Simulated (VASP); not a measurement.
# As (P1) in VASP: a series of runs

The runs below take As through single point, relaxation of cell and atoms, with PBE.

Everything below comes from runs of VASP 6.6.1. Logs are shortened: lines on timing, memory, paths and dates and some standing lists are left out, and cuts for length are marked.

## 1. The cell of the first run

The typed cell holds 8 atoms: a = 3.657 Å, b = 6.211 Å, c = 12.422 Å, α = 89.81°, β = 88.67°, γ = 89.95°.

## 2. Single point, PBE

INCAR reads:

```
PREC = Accurate
ENCUT = 520
EDIFF = 1E-6
ISMEAR = 0
SIGMA = 0.1
LREAL = F
LASPH = T
NELM = 60
ALGO = Normal
ISIF = 2
LWAVE = F
LCHARG = F
GGA = PE
NBANDS = 30
```

KPOINTS reads:

```
regular mesh
0
Gamma
  4 2 1
```

POSCAR reads:

```
As
1.0
    1.8266904378     -3.1680000501     -0.0428936382
   -5.3776890474     -3.1070590912     -0.0105901999
    0.0529798270     -0.1332280037    -12.4208126024
As
8
Direct
   -0.0006457298      0.0015613925      0.2064032208
    0.5011219518      0.5013365526      0.2069918710
   -0.0000874412     -0.0009743253      0.7931230933
    0.4995028657      0.4980992161      0.7934930038
    0.4906205869      0.8357387026      0.3183717381
    0.9925831134      0.3347644844      0.3186580633
    0.0081794501      0.6646228443      0.6817877310
    0.5087252033      0.1648511327      0.6811712787
```

Potentials or basis: VASP PAW PBE potentials, release 64 (As).

On the command line:

```bash
> cat potpaw_PBE.64/As/POTCAR > POTCAR
> mpirun -np 1 vasp_std > vasp.out
```

OUTCAR:

```text
PREC = Accurate
   ENCUT = 520
   EDIFF = 1E-6
   ISMEAR = 0
   LREAL = F
   LASPH = T
   NELM = 60
   ISIF = 2
   GGA = PE

 ion  position               nearest neighbor table
   1  0.999  0.002  0.206-   6 2.50   5 2.52   5 2.52
   2  0.501  0.501  0.207-   5 2.50   6 2.52   6 2.52
   3  1.000  0.999  0.793-   7 2.50   8 2.51   8 2.52
   4  0.500  0.498  0.793-   8 2.50   7 2.52   7 2.52
   5  0.491  0.836  0.318-   2 2.50   1 2.52   1 2.52
   6  0.993  0.335  0.319-   1 2.50   2 2.52   2 2.52
   7  0.008  0.665  0.682-   3 2.50   4 2.52   4 2.52
   8  0.509  0.165  0.681-   4 2.50   3 2.51   3 2.52

  LATTYP: Found a triclinic cell.
 ALAT       =    12.4216400796
 B/A-ratio  =     0.2944189204
 C/A-ratio  =     0.4999947003
 COS(alpha) =     0.0008912857
 COS(beta)  =     0.0033776373
 COS(gamma) =     0.0231491140

  Lattice vectors:

 A1 = (   0.0529798270,  -0.1332280037, -12.4208126024)
 A2 = (   1.8266904378,  -3.1680000501,  -0.0428936382)
 A3 = (  -5.3776890474,  -3.1070590912,  -0.0105901999)

Analysis of symmetry for initial positions (statically):
=====================================================================
 Subroutine PRICEL returns:
 Original cell was already a primitive cell.

 Routine SETGRP: Setting up the symmetry group for a
 triclinic supercell.

 Subroutine GETGRP returns: Found  1 space group operations
 (whereof  1 operations were pure point group operations)
 out of a pool of  2 trial point group operations.

The static configuration has the point symmetry C_1 .

Analysis of symmetry for dynamics (positions and initial velocities):
=====================================================================
 Subroutine PRICEL returns:
 Original cell was already a primitive cell.

 Routine SETGRP: Setting up the symmetry group for a
 triclinic supercell.

 Subroutine GETGRP returns: Found  1 space group operations
 (whereof  1 operations were pure point group operations)
 out of a pool of  2 trial point group operations.

The dynamic configuration has the point symmetry C_1 .

 Subroutine INISYM returns: Found  1 space group operations
 (whereof  1 operations are pure point group operations),
 and found     1 'primitive' translations

----------------------------------------------------------------------------------------

                                     Primitive cell

  volume of cell :     282.0648

  direct lattice vectors                    reciprocal lattice vectors
     1.826690438 -3.168000050 -0.042893638     0.136815317 -0.236810209  0.003123645
    -5.377689047 -3.107059091 -0.010590200    -0.139483613 -0.080430828  0.000267762
     0.052979827 -0.133228004-12.420812602    -0.000353548  0.000886370 -0.080521046

  length of vectors
     3.657165861  6.210754209 12.421640080     0.273509165  0.161012013  0.080526700

  position of ions in fractional coordinates (direct lattice)
     0.999354270  0.001561393  0.206403221
     0.501121952  0.501336553  0.206991871
     0.999912559  0.999025675  0.793123093
     0.499502866  0.498099216  0.793493004
     0.490620587  0.835738703  0.318371738
     0.992583113  0.334764484  0.318658063
     0.008179450  0.664622844  0.681787731
     0.508725203  0.164851133  0.681171279

  ion indices of the primitive-cell ions
   primitive index   ion index
                 1           1
                 2           2
                 3           3
                 4           4
                 5           5
                 6           6
                 7           7
                 8           8

----------------------------------------------------------------------------------------

 KPOINTS: regular mesh

Automatic generation of k-mesh.
 Grid dimensions read from file:
 generate k-points for:    4    2    1

 Generating k-lattice:

  Cartesian coordinates                     Fractional coordinates (reciprocal lattice)
     0.034203829 -0.059202552  0.000780911     0.250000000  0.000000000  0.000000000
    -0.069741807 -0.040215414  0.000133881    -0.000000000  0.500000000 -0.000000000
    -0.000353548  0.000886370 -0.080521046     0.000000000 -0.000000000  1.000000000

  Length of vectors
     0.068377291  0.080506006  0.080526700

  Shift w.r.t. Gamma in fractional coordinates (k-lattice)
     0.000000000  0.000000000  0.000000000

 Subroutine IBZKPT returns following result:
 ===========================================

 Found      6 irreducible k-points:

 Following reciprocal coordinates:
            Coordinates               Weight
  0.000000  0.000000  0.000000      1.000000
  0.250000  0.000000  0.000000      2.000000
  0.500000  0.000000  0.000000      1.000000
 -0.000000  0.500000 -0.000000      1.000000
  0.250000  0.500000 -0.000000      2.000000
  0.500000  0.500000  0.000000      1.000000
   k-points           NKPTS =      6   k-points in BZ     NKDIM =      6   number of bands    NBANDS=     30
   number of dos      NEDOS =    301   number of ions     NIONS =      8
   total plane-waves  NPLWV = 129024
   dimension x,y,z NGX =    28 NGY =   48 NGZ =   96
   dimension x,y,z NGXF=    56 NGYF=   96 NGZF=  192
   ions per type =               8
   NGX,Y,Z   is equivalent  to a cutoff of  12.73, 12.85, 12.85 a.u.
   NGXF,Y,Z  is equivalent  to a cutoff of  25.46, 25.70, 25.70 a.u.
 SYSTEM =  unknown system
   PREC   = accura    normal or accurate (medium, high low for compatibility)
   ISTART =      0    job   : 0-new  1-cont  2-samecut
   ICHARG =      2    charge: 1-file 2-atom 10-const
   ISPIN  =      1    spin polarized calculation?
   LNONCOLLINEAR =      F non collinear calculations
   LSORBIT =      F    spin-orbit coupling
   LASPH  =      T    aspherical Exc in radial PAW
   ENCUT  =  520.0 eV  38.22 Ry    6.18 a.u.   6.80 11.55 23.10*2*pi/ulx,y,z
   NELM   =     60;   NELMIN=  2; NELMDL= -5     # of ELM steps
   EDIFF  = 0.1E-05   stopping-criterion for ELM
   LREAL  =      F    real-space projection
   EDIFFG = 0.1E-04   stopping-criterion for IOM
   NSW    =      0    number of steps for IOM
   IBRION =     -1    ionic relax: 0-MD 1-quasi-New 2-CG
   NFREE  =      0    steps in history (QN), initial steepest desc. (CG)
   ISIF   =      2    stress and relaxation
   ISYM   =      2    0-nonsym 1-usesym 2-fastsym
   POTIM  = 0.5000    time-step for ionic-motion
   TEBEG  =    0.0;   TEEND  =   0.0 temperature during run
   PSTRESS=    0.0 pullay stress
   NELECT =      40.0000    total number of electrons
   NUPDOWN=      -1.0000    fix difference up-down
   EMIN   =  10.00;   EMAX   =-10.00  energy-range for DOS
   EFERMI =   0.00;   METHOD = LEGACY
   ISMEAR =     0;   SIGMA  =   0.10  broadening in eV -4-tet -1-fermi 0-gaus
   EFERMI_NEDOS =   21; number of points for ismear=-14 and -15
   IALGO  =     38    algorithm
   IMIX   =      4    mixing-type and parameters
     AMIX     =   0.40;   BMIX     =  1.00
     AMIX_MAG =   1.60;   BMIX_MAG =  1.00
  volume/ion in A,a.u.               =      35.26       237.93
  Fermi-wavevector in a.u.,A,eV,Ry     =   0.853713  1.613283  9.916276  0.728826
  Thomas-Fermi vector in A             =   1.970198
   LORBIT       =      0    0 simple, 1 ext, 2 COOP (PROOUT), +10 PAW based schemes
   GGA     = PE    functional components
   LHFCALC =     F    Hartree Fock is set to
   AEXX    =    0.0000 exact exchange contribution
   IVDW    =     0    specifies the selected vdW correction
   LEPSILON=     F    determine dielectric tensor
   LRPA    =     F    only Hartree local field effects (RPA)
 non-spin polarized calculation
 Gauss-broadening in eV      SIGMA  =   0.10
  energy-cutoff  :      520.00
  volume of cell :      282.06
 maximum number of plane-waves:      7624
 NGX is ok and might be reduce to    28
   NGX = 13   NGY = 23   NGZ = 47

 number of electron      39.9999999 magnetization

 Free energy of the ion-electron system (eV)
  ---------------------------------------------------
  ext. energy  EPLUGINS =         0.00000000
  ---------------------------------------------------
  free energy    TOTEN  =       -37.07092520 eV

  energy without entropy =      -37.07092520  energy(sigma->0) =      -37.07092520

 E-fermi :   1.1542     XC(G=0):  -7.2980

 val. band max:        0.6763794209   @ k =   0.0000   0.0000   0.0000
 cond. band min:       2.1679733542   @ k =  -0.0000   0.5000  -0.0000
 fundamental gap:      1.4915939332
 Fermi energy:         1.1541993794

 k-point     1 :       0.0000    0.0000    0.0000
  band No.  band energies     occupation
      1     -12.7866      2.00000
      2     -12.7759      2.00000
      3     -10.3083      2.00000
      4     -10.3065      2.00000
      5      -8.4594      2.00000
      6      -8.4514      2.00000
[... 22 lines left out ...]
     29       4.1637      0.00000
     30       4.1796      0.00000

 k-point     2 :       0.2500    0.0000    0.0000
  band No.  band energies     occupation
      1     -12.1948      2.00000
      2     -12.1844      2.00000
      3      -9.6979      2.00000
      4      -9.6953      2.00000
      5      -8.8887      2.00000
      6      -8.8870      2.00000
[... 22 lines left out ...]
     29       5.1191      0.00000
     30       5.1682      0.00000

 k-point     3 :       0.5000    0.0000    0.0000
  band No.  band energies     occupation
      1     -10.5842      2.00000
      2     -10.5827      2.00000
      3     -10.5753      2.00000
      4     -10.5741      2.00000
      5      -8.0516      2.00000
      6      -8.0506      2.00000
[... 22 lines left out ...]
     29       5.4891      0.00000
     30       5.4936      0.00000

 k-point     4 :      -0.0000    0.5000   -0.0000
  band No.  band energies     occupation
      1     -11.9704      2.00000
      2     -11.9642      2.00000
      3     -11.9594      2.00000
      4     -11.9534      2.00000
      5      -6.7218      2.00000
      6      -6.7103      2.00000
[... 22 lines left out ...]
     29       4.9916      0.00000
     30       5.0002      0.00000

 k-point     5 :       0.2500    0.5000   -0.0000
  band No.  band energies     occupation
      1     -11.4170      2.00000
      2     -11.4106      2.00000
      3     -11.4067      2.00000
      4     -11.4004      2.00000
      5      -7.2257      2.00000
      6      -7.2198      2.00000
[... 22 lines left out ...]
     29       4.9160      0.00000
     30       4.9351      0.00000

 k-point     6 :       0.5000    0.5000    0.0000
  band No.  band energies     occupation
      1     -10.4328      2.00000
      2     -10.4303      2.00000
      3     -10.4247      2.00000
      4     -10.4237      2.00000
      5      -8.4666      2.00000
      6      -8.4656      2.00000
[... 22 lines left out ...]
     29       5.1390      0.00000
     30       5.1484      0.00000

------------------------ aborting loop because EDIFF is reached ----------------------------------------

  FORCE on cell =-STRESS in cart. coord.  units (eV):
  Direction    XX          YY          ZZ          XY          YZ          ZX
  --------------------------------------------------------------------------------------
  -------------------------------------------------------------------------------------
  Total        0.1369182     -0.0094517      0.4435319      0.0291063     -0.0162118     -0.0173083
  in kB        0.7777192     -0.0536871      2.5193386      0.1653290     -0.0920857     -0.0983142
  external PRESSURE =       1.0811236 kB  Pullay stress =       0.0000000 kB

 VOLUME and BASIS-vectors are now :
 -----------------------------------------------------------------------------
  energy-cutoff  :      520.00
  volume of cell :      282.06
      direct lattice vectors                 reciprocal lattice vectors
     1.826690438 -3.168000050 -0.042893638     0.136815317 -0.236810209  0.003123645
    -5.377689047 -3.107059091 -0.010590200    -0.139483613 -0.080430828  0.000267762
     0.052979827 -0.133228004-12.420812602    -0.000353548  0.000886370 -0.080521046

 POSITION                                       TOTAL-FORCE (eV/Angst)
 -----------------------------------------------------------------------------------
      1.82805     -3.19830     -2.60658        -0.003856     -0.006461      0.066690
     -1.76967     -3.17281     -2.59781        -0.004804     -0.004305      0.078649
     -3.50390     -6.37742     -9.90470         0.009529      0.004068     -0.074358
     -1.72415     -3.23576     -9.88253         0.004234      0.002380     -0.067485
     -3.58126     -4.19339     -3.98433         0.011830      0.002962     -0.076348
      0.02977     -4.22709     -4.00411        -0.001698      0.007468     -0.076931
     -3.52307     -2.18177     -8.47575        -0.003240     -0.003068      0.081397
      0.07885     -2.21459     -8.48427        -0.011994     -0.003045      0.068386
 -----------------------------------------------------------------------------------
    total drift:                               -0.000014      0.000003     -0.000005

  FREE ENERGIE OF THE ION-ELECTRON SYSTEM (eV)
  ---------------------------------------------------
  free  energy   TOTEN  =       -37.0709251990 eV

  energy  without entropy=      -37.0709251990  energy(sigma->0) =      -37.07092520
```

It took 69 s on 1 thread of Intel Xeon Platinum 8375C at 2.90GHz (Ice Lake), shared host; peak memory 0.33 GiB.

Results:

| Quantity | Value |
| --- | --- |
| Free energy | -37.0709 eV |
| Pressure | 0.1 GPa |
| Largest force | 0.082 eV/Å |
| Band gap on the k mesh | 1.49 eV |

Forces on the atoms (eV/Å):
```
As  -0.004 -0.006  0.067
As  -0.005 -0.004  0.079
As   0.010  0.004 -0.074
As   0.004  0.002 -0.067
As   0.012  0.003 -0.076
As  -0.002  0.007 -0.077
As  -0.003 -0.003  0.081
As  -0.012 -0.003  0.068
```

Caveat: the k points lie up to 0.51 Å⁻¹ apart; an odd mesh through Γ misses points on the zone boundary, where band edges can lie.

(Part 1 of 2 ends here.)
